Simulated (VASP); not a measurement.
Wanted: the native input for a VASP 6.6.1 run.

| Quantity | Value |
| --- | --- |
| Task | single point |
| Functional | PBEsol |
| Potentials or basis | VASP PAW PBE potentials, release 64 (Sb) |
| Cutoff | 500 eV |
| k mesh | 9 × 9 × 9 |
| Occupations | fermi-dirac, width 0.05 eV |
| Spin | no spin polarisation |
| Dipole correction | no |
| Further INCAR settings | ALGO = Normal; EDIFF = 1e-06; NBANDS = 8 |

The structure of Sb lies in POSCAR:

```
Sb
1.0
    3.0544662978      0.0000000000      0.0000000000
    0.0000000000      3.0544662978      0.0000000000
    0.0000000000      0.0000000000      3.0544662978
Sb
1
Direct
    0.0000000000      0.0000000000      0.0000000000
```

This cell differs from its parent crystal: volume scaled by 0.96.

One way to write it, as run:

INCAR

```
SYSTEM = Sb
ALGO     = Normal         ! electronic algorithm
EDIFF    = 1E-6           ! SCF threshold, eV
ENCUT    = 500            ! plane-wave cutoff, eV
GGA      = PS             ! functional
GGA_COMPAT= .FALSE.      
ISIF     = 2              ! what is computed and relaxed
ISMEAR   = -1             ! smearing method
LASPH    = .TRUE.         ! aspherical terms in the spheres
LCHARG   = .TRUE.         ! write CHGCAR
LELF     = .TRUE.         ! ELF
LREAL    = .FALSE.        ! projectors in reciprocal space
LVHAR    = .TRUE.       
LWAVE    = .FALSE.        ! write WAVECAR
NBANDS   = 8              ! bands
NELM     = 120            ! most SCF steps
PREC     = Accurate       ! precision mode
SIGMA    = 0.05           ! smearing width, eV
```

KPOINTS

```
k-points
0
G
  9 9 9
  0 0 0
```

Potentials or basis: VASP PAW PBE potentials, release 64 (Sb).

Run with:

```sh
$ cat potpaw_PBE.64/Sb/POTCAR > POTCAR
$ mpirun -np 1 vasp_std > vasp.out
```

It gave:

- Pressure: 0.1 GPa

Caveat: the PAW data sets were made with another functional, which shifts forces and pressure a little.

Run time: 8.4 s on 1 thread of Intel Xeon 8259CL, with other jobs on the host, peak memory 0.14 GiB.
